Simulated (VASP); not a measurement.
# Lu (P6/mmm) in VASP: a series of runs, part 2 of 2

VASP 6.6.1.

### 4 Single point, r2SCAN (25.43 Å³/atom)

This run uses another cell than the first one, of 25.43 Å³/atom.

Input file POSCAR:

```
Lu
1.0
    5.2004171762      0.0000000000      0.0000000000
   -2.6002085881      4.5036933849      0.0000000000
    0.0000000000      0.0000000000      3.2573879831
Lu
3
Direct
    0.0000000000      0.0000000000      0.0000000000
    0.3333333333      0.6666666667      0.5000000000
    0.6666666667      0.3333333333      0.5000000000
```

Input file INCAR.step1:

```
SYSTEM = Lu
PREC = Accurate ; ENCUT = 520
ISMEAR = -1 ; SIGMA = 0.1
LREAL = .False. ; LASPH = .True.
NELM = 100 ; NBANDS = 44
GGA = PE ; ALGO = Normal
EDIFF = 1E-4 ; LWAVE = .True.
LCHARG = .False.
```

Input file INCAR.step2:

```
SYSTEM = Lu
PREC = Accurate ; ENCUT = 520
EDIFF = 1E-6 ; ISMEAR = -1
SIGMA = 0.1 ; LREAL = .False.
LASPH = .True. ; NELM = 100
ALGO = Normal ; ISIF = 2
LWAVE = .False. ; LCHARG = .False.
METAGGA = R2SCAN ; LMIXTAU = .True.
NBANDS = 44 ; ISTART = 1
```

Input file KPOINTS:

```
Automatic mesh
0
Gamma
  8 8 11
  0 0 0
```

Potentials or basis: VASP PAW PBE potentials, release 64 (Lu).

The run is started by

```sh
$ cat potpaw_PBE.64/Lu/POTCAR > POTCAR
$ cp INCAR.step1 INCAR
$ mpirun -np 1 vasp_std > vasp.out
$ cp INCAR.step2 INCAR
$ mpirun -np 1 vasp_std > vasp.out
```

OUTCAR:

```text
SYSTEM = Lu
   PREC = Accurate
   ENCUT = 520
   EDIFF = 1E-6
   ISMEAR = -1
   LREAL = .False.
   LASPH = .True.
   NELM = 100
   ISIF = 2
   METAGGA = R2SCAN
   ISTART = 1

 ion  position               nearest neighbor table
   1  0.000  0.000  0.000-   2 3.42   3 3.42   2 3.42   3 3.42   3 3.42   3 3.42   2 3.42   2 3.42
                             3 3.42   3 3.42   2 3.42   2 3.42
   2  0.333  0.667  0.500-   3 3.00   3 3.00   3 3.00   1 3.42   1 3.42   1 3.42   1 3.42   1 3.42
                             1 3.42
   3  0.667  0.333  0.500-   2 3.00   2 3.00   2 3.00   1 3.42   1 3.42   1 3.42   1 3.42   1 3.42
                             1 3.42

  LATTYP: Found a hexagonal cell.
 ALAT       =     5.2004171762
 C/A-ratio  =     0.6263705147

  Lattice vectors:

 A1 = (   5.2004171762,   0.0000000000,   0.0000000000)
 A2 = (  -2.6002085881,   4.5036933849,   0.0000000000)
 A3 = (   0.0000000000,   0.0000000000,   3.2573879831)

Analysis of symmetry for initial positions (statically):
=====================================================================
 Subroutine PRICEL returns:
 Original cell was already a primitive cell.

 Routine SETGRP: Setting up the symmetry group for a
 hexagonal supercell.

 Subroutine GETGRP returns: Found 24 space group operations
 (whereof 24 operations were pure point group operations)
 out of a pool of 24 trial point group operations.

The static configuration has the point symmetry D_6h.

Analysis of symmetry for dynamics (positions and initial velocities):
=====================================================================
 Subroutine PRICEL returns:
 Original cell was already a primitive cell.

 Routine SETGRP: Setting up the symmetry group for a
 hexagonal supercell.

[... 113 lines left out ...]
   ISYM   =      2    0-nonsym 1-usesym 2-fastsym
   POTIM  = 0.5000    time-step for ionic-motion
   TEBEG  =    0.0;   TEEND  =   0.0 temperature during run
   PSTRESS=    0.0 pullay stress
   NELECT =      75.0000    total number of electrons
   NUPDOWN=      -1.0000    fix difference up-down
   EMIN   =  10.00;   EMAX   =-10.00  energy-range for DOS
   EFERMI =   0.00;   METHOD = LEGACY
   ISMEAR =    -1;   SIGMA  =   0.10  broadening in eV -4-tet -1-fermi 0-gaus
   EFERMI_NEDOS =   21; number of points for ismear=-14 and -15
   IALGO  =     38    algorithm
   IMIX   =      4    mixing-type and parameters
     AMIX     =   0.40;   BMIX     =  1.00
     AMIX_MAG =   1.60;   BMIX_MAG =  1.00
  volume/ion in A,a.u.               =      25.43       171.61
  Fermi-wavevector in a.u.,A,eV,Ry     =   1.627808  3.076110 36.052143  2.649758
  Thomas-Fermi vector in A             =   2.720542
   LORBIT       =      0    0 simple, 1 ext, 2 COOP (PROOUT), +10 PAW based schemes
   METAGGA = R2SCAN    functional components
   LHFCALC =     F    Hartree Fock is set to
   AEXX    =    0.0000 exact exchange contribution
   IVDW    =     0    specifies the selected vdW correction
   LEPSILON=     F    determine dielectric tensor
   LRPA    =     F    only Hartree local field effects (RPA)
 non-spin polarized calculation
  energy-cutoff  :      520.00
  volume of cell :       76.29
 maximum number of plane-waves:      2089
 NGX is ok and might be reduce to    40
   NGX = 19   NGY = 19   NGZ = 13

 number of electron      75.0000017 magnetization

 Free energy of the ion-electron system (eV)
  ---------------------------------------------------
  ext. energy  EPLUGINS =         0.00000000
  ---------------------------------------------------
  free energy    TOTEN  =      -113.78058018 eV

  energy without entropy =     -113.63930015  energy(sigma->0) =     -113.70994016

 E-fermi :   2.6453     XC(G=0): -12.3421

 val. band max:        2.6422207686   @ k =   0.3750   0.1250   0.4545
 cond. band min:       2.6527347822   @ k =   0.2500   0.2500   0.1818
 fundamental gap:      0.0105140136
 Fermi energy:         2.6453056146

 k-point     1 :       0.0000    0.0000    0.0000
  band No.  band energies     occupation
      1     -55.0214      2.00000
      2     -54.9258      2.00000
      3     -54.7345      2.00000
      4     -25.3771      2.00000
      5     -25.3770      2.00000
      6     -24.9890      2.00000
[... 1117 lines left out ...]
     43       5.2865      0.00000
     44       6.3424      0.00000

 [... further k-points ...]
[... 5 lines left out ...]
  --------------------------------------------------------------------------------------
  -------------------------------------------------------------------------------------
  Total        3.6397389      3.6397389      3.5460041      0.0000000     -0.0000000      0.0000000
  in kB       76.4371223     76.4371223     74.4686226      0.0000000     -0.0000000      0.0000000
  external PRESSURE =      75.7809557 kB  Pullay stress =       0.0000000 kB

 VOLUME and BASIS-vectors are now :
 -----------------------------------------------------------------------------
  energy-cutoff  :      520.00
  volume of cell :       76.29
      direct lattice vectors                 reciprocal lattice vectors
     5.200417176  0.000000000  0.000000000     0.192292265  0.111019991  0.000000000
    -2.600208588  4.503693385  0.000000000     0.000000000  0.222039982  0.000000000
     0.000000000  0.000000000  3.257387983     0.000000000  0.000000000  0.306994440

 POSITION                                       TOTAL-FORCE (eV/Angst)
 -----------------------------------------------------------------------------------
      0.00000      0.00000      0.00000        -0.000000      0.000000      0.000000
     -0.00000      3.00246      1.62869        -0.000000      0.000000      0.000000
      2.60021      1.50123      1.62869         0.000000      0.000000      0.000000
 -----------------------------------------------------------------------------------
    total drift:                               -0.000000      0.000000      0.000000

  FREE ENERGIE OF THE ION-ELECTRON SYSTEM (eV)
  ---------------------------------------------------
  free  energy   TOTEN  =      -113.7805801823 eV

  energy  without entropy=     -113.6393001470  energy(sigma->0) =     -113.70994016
```

OUTCAR.step1:

```text
SYSTEM = Lu
   PREC = Accurate
   ENCUT = 520
   ISMEAR = -1
   LREAL = .False.
   LASPH = .True.
   NELM = 100
[... 1355 lines left out ...]
      0.00000      0.00000      0.00000         0.000000      0.000000      0.000000
     -0.00000      3.00246      1.62869        -0.000000      0.000000      0.000000
      2.60021      1.50123      1.62869         0.000000      0.000000     -0.000000
 -----------------------------------------------------------------------------------
    total drift:                               -0.000000      0.000000      0.000000

  FREE ENERGIE OF THE ION-ELECTRON SYSTEM (eV)
  ---------------------------------------------------
  free  energy   TOTEN  =       -13.1292306996 eV

  energy  without entropy=      -12.9784477533  energy(sigma->0) =      -13.05383923
```

Run time: 6.4 min. Hardware: 1 thread of Intel Xeon 6975P-C (Granite Rapids), shared host; peak memory 0.29 GiB.

Results:

* Free energy: -113.7806 eV
* Pressure: 7.6 GPa
* Band gap on the k mesh: zero (an odd number of electrons rules out a gap without spin polarisation)

Levels at points of the mesh, in eV from the Fermi level:
| k point | band 34 | band 35 | band 36 | band 37 | band 38 | band 39 | band 40 | band 41 |
| --- | --- | --- | --- | --- | --- | --- | --- | --- |
| (0.00, 0.00, 0.00) | -4.62 | -1.30 | 0.02 | 0.02 | 0.16 | 0.16 | 0.57 | 2.69 |
| (0.50, 0.00, 0.00) | -3.97 | -3.90 | -2.54 | 0.64 | 0.97 | 1.01 | 1.23 | 1.42 |

Caveat: the cell stands under pressure; the PAW data sets were made with another functional, which shifts forces and pressure a little; spin-orbit coupling is left out, which moves the levels of the heavy elements.

### 5 Single point, r2SCAN (26.59 Å³/atom)

This run uses another cell than the first one, of 26.59 Å³/atom.

Input file POSCAR:

```
Lu
1.0
    5.2780467879      0.0000000000      0.0000000000
   -2.6390233939      4.5709226007      0.0000000000
    0.0000000000      0.0000000000      3.3060128830
Lu
3
Direct
    0.0000000000      0.0000000000      0.0000000000
    0.3333333333      0.6666666667      0.5000000000
    0.6666666667      0.3333333333      0.5000000000
```

Input file INCAR.step1:

```
SYSTEM = Lu
  PREC = Accurate
  ENCUT = 520
  ISMEAR = -1
  SIGMA = 0.1
  LREAL = .False.
  LASPH = .True.
  NELM = 80
  NBANDS = 44
  GGA = PE
  ALGO = Normal
  EDIFF = 1E-4
  LWAVE = .True.
  LCHARG = .False.
```

Input file INCAR.step2:

```
SYSTEM = Lu
  PREC = Accurate
  ENCUT = 520
  EDIFF = 1E-7
  ISMEAR = -1
  SIGMA = 0.1
  LREAL = .False.
  LASPH = .True.
  NELM = 80
  ALGO = Normal
  ISIF = 2
  LWAVE = .False.
  LCHARG = .False.
  METAGGA = R2SCAN
  LMIXTAU = .True.
  NBANDS = 44
  ISTART = 1
```

KPOINTS is that of step 4.

Potentials or basis: VASP PAW PBE potentials, release 64 (Lu).

The run is started by

```sh
$ cat potpaw_PBE.64/Lu/POTCAR > POTCAR
$ cp INCAR.step1 INCAR
$ mpirun -np 1 vasp_std > vasp.out
$ cp INCAR.step2 INCAR
$ mpirun -np 1 vasp_std > vasp.out
```

OUTCAR:

```text
SYSTEM = Lu
   PREC = Accurate
   ENCUT = 520
   EDIFF = 1E-7
   ISMEAR = -1
   LREAL = .False.
   LASPH = .True.
   NELM = 80
   ISIF = 2
   METAGGA = R2SCAN
   ISTART = 1

 ion  position               nearest neighbor table
   1  0.000  0.000  0.000-   2 3.47   3 3.47   2 3.47   3 3.47   2 3.47   2 3.47   3 3.47   3 3.47
                             3 3.47   3 3.47   2 3.47   2 3.47
   2  0.333  0.667  0.500-   3 3.05   3 3.05   3 3.05   1 3.47   1 3.47   1 3.47   1 3.47   1 3.47
                             1 3.47
   3  0.667  0.333  0.500-   2 3.05   2 3.05   2 3.05   1 3.47   1 3.47   1 3.47   1 3.47   1 3.47
[... 1322 lines left out ...]

 [... further k-points ...]
[... 5 lines left out ...]
  --------------------------------------------------------------------------------------
  -------------------------------------------------------------------------------------
  Total        2.3403606      2.3403606      2.2882011      0.0000000     -0.0000000     -0.0000000
  in kB       47.0123226     47.0123226     45.9645631      0.0000000     -0.0000000     -0.0000000
  external PRESSURE =      46.6630695 kB  Pullay stress =       0.0000000 kB

 VOLUME and BASIS-vectors are now :
 -----------------------------------------------------------------------------
  energy-cutoff  :      520.00
  volume of cell :       79.76
      direct lattice vectors                 reciprocal lattice vectors
     5.278046788  0.000000000  0.000000000     0.189464027  0.109387107  0.000000000
    -2.639023394  4.570922601  0.000000000     0.000000000  0.218774214  0.000000000
     0.000000000  0.000000000  3.306012883     0.000000000  0.000000000  0.302479160

 POSITION                                       TOTAL-FORCE (eV/Angst)
 -----------------------------------------------------------------------------------
      0.00000      0.00000      0.00000         0.000000      0.000000      0.000000
     -0.00000      3.04728      1.65301         0.000000     -0.000000      0.000000
      2.63902      1.52364      1.65301        -0.000000      0.000000      0.000000
 -----------------------------------------------------------------------------------
    total drift:                               -0.000000      0.000000      0.000000

  FREE ENERGIE OF THE ION-ELECTRON SYSTEM (eV)
  ---------------------------------------------------
  free  energy   TOTEN  =      -113.9203465810 eV

  energy  without entropy=     -113.7750891495  energy(sigma->0) =     -113.84771787
```

It took 8.8 min on 1 thread of Intel Xeon 6975P-C (Granite Rapids), shared host; peak memory 0.31 GiB.

What came out:

- Free energy: -113.9203 eV
- Pressure: 4.7 GPa
- Band gap on the k mesh: zero (an odd number of electrons rules out a gap without spin polarisation)

Stress tensor (GPa, compression positive):
```
4.70 0.00 0.00
0.00 4.70 0.00
0.00 0.00 4.60
```

Caveat: the cell stands under pressure; the PAW data sets were made with another functional, which shifts forces and pressure a little; spin-orbit coupling is left out, which moves the levels of the heavy elements.

### 6 Overview

```tsv
cell	k mesh	gap on the mesh (eV)	pressure (GPa)
a = 5.636, b = 5.636, c = 3.530 Å, angles 90.0, 90.0, 120.0°, 3 atoms	8 × 8 × 11	none	-4.1
a = 5.427, b = 5.427, c = 3.399 Å, angles 90.0, 90.0, 120.0°, 3 atoms	7 × 7 × 9	none	0.3
a = 5.200, b = 5.200, c = 3.257 Å, angles 90.0, 90.0, 120.0°, 3 atoms	8 × 8 × 11	none	7.6
a = 5.278, b = 5.278, c = 3.306 Å, angles 90.0, 90.0, 120.0°, 3 atoms	8 × 8 × 11	none	4.7
```

Alike in all rows: task single point; level r2SCAN; potentials or basis VASP PAW PBE potentials, release 64 (Lu); no spin polarisation; cutoff (eV) 520; smearing fermi-dirac 0.1 eV.

Caveats: the PAW data sets were made with another functional, which shifts forces and pressure a little; spin-orbit coupling is left out, which moves the levels of the heavy elements; the cell stands under pressure (at least some runs); the cell stands under tension (at least some runs).

Absolute energies hang on the potentials; compare differences alone.

The gap in the log of VASP goes by the Fermi energy; the results here count the filled bands.